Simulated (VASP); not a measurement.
The system is Lu.

```xyz
3
Lattice="5.5034 0.0000 0.0000 -2.7517 4.7661 0.0000 0.0000 0.0000 3.3736" Properties=species:S:1:pos:R:3 pbc="T T T"
Lu    0.0000    0.0000    0.0000
Lu    0.0000    3.1774    1.6868
Lu    2.7517    1.5887    1.6868
```

This isn't the form of Lu at room conditions, which is hcp.

```yaml
Program: VASP 6.6.1
Task: relaxation of cell and atoms
Functional: PBE
Potentials_or_basis: VASP PAW PBE potentials, release 64 (Lu)
Cutoff: 600 eV
k_mesh: 7 × 7 × 9
Occupations: fermi-dirac, width 0.1 eV
Spin: no spin polarisation
```

At the start: pressure -0.4 GPa; volume 29.50 Å³/atom.

How do energy, volume and symmetry change on relaxing?

Over 15 steps the energy falls by 2.8 meV/atom and the volume is 29.21 Å³/atom (-1.0 %); space group P6/mmm (No. 191, to 0.1 Å) before and after.

Step by step:
```tsv
step	energy change (eV)	largest force (eV/Å)	pressure (GPa)	volume (Å³)
1	0.0000	0.0000	-0.39	88.49
2	-0.0076	0.0000	-0.03	87.58
3	-0.0082	0.0000	0.26	87.22
4	-0.0082	0.0000	0.29	87.27
5	-0.0081	0.0000	0.04	87.42
6	-0.0082	0.0000	0.22	87.30
7	-0.0084	0.0000	-0.08	87.78
8	-0.0085	0.0000	-0.13	87.59
9	-0.0084	0.0000	-0.01	87.53
10	-0.0085	0.0000	0.13	87.55
11	-0.0085	0.0000	0.10	87.58
12	-0.0085	0.0000	0.03	87.59
13	-0.0085	0.0000	0.05	87.59
14	-0.0085	0.0000	0.05	87.59
15	-0.0085	0.0000	0.00	87.63
```

Final structure:
```
Lu
1.0
     5.44431    0.00000    0.00000
    -2.72215    4.71491    0.00000
     0.00000    0.00000    3.41388
Lu
3
Direct
  0.00000 0.00000 0.00000
  0.33333 0.66667 0.50000
  0.66667 0.33333 0.50000
```
